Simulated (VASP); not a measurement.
A run of VASP 6.6.1:

The input INCAR:

```
PREC = Accurate ; ENCUT = 520
EDIFF = 1E-6 ; ISMEAR = 0
SIGMA = 0.1 ; LREAL = False
LASPH = True ; NELM = 80
ALGO = Normal ; ISIF = 2
LWAVE = False ; LCHARG = True
GGA = PE ; LELF = True
LVHAR = True ; NBANDS = 11
```

File KPOINTS:

```
Automatic mesh
0
Gamma
  6 6 6
```

POSCAR

```
H2Se
1.0
    3.5535595477      0.0000000000      0.0000000000
   -1.7767797739      3.0774728422      0.0000000000
    0.0000000000      0.0000000000      2.5407981780
H Se
2 1
Direct
    0.3333333333      0.6666666667      0.5000000000
    0.6666666667      0.3333333333      0.5000000000
    0.0000000000      0.0000000000      0.0000000000
```

Potentials or basis: VASP PAW PBE potentials, release 64 (H, Se).

Command:

```console
$ cat potpaw_PBE.64/H/POTCAR potpaw_PBE.64/Se/POTCAR > POTCAR
$ mpirun -np 1 vasp_std > vasp.out
```

Hardware: 1 thread of Intel(R) Xeon(R) Platinum 8488C (Sapphire Rapids) (shared host).

Task: Estimate the wall time of this run.

Result: It took 5.6 s on 1 thread of Intel(R) Xeon(R) Platinum 8488C (Sapphire Rapids), with other jobs on the host, peak memory 0.14 GiB. Counts: scf iterations 11, k points 28.
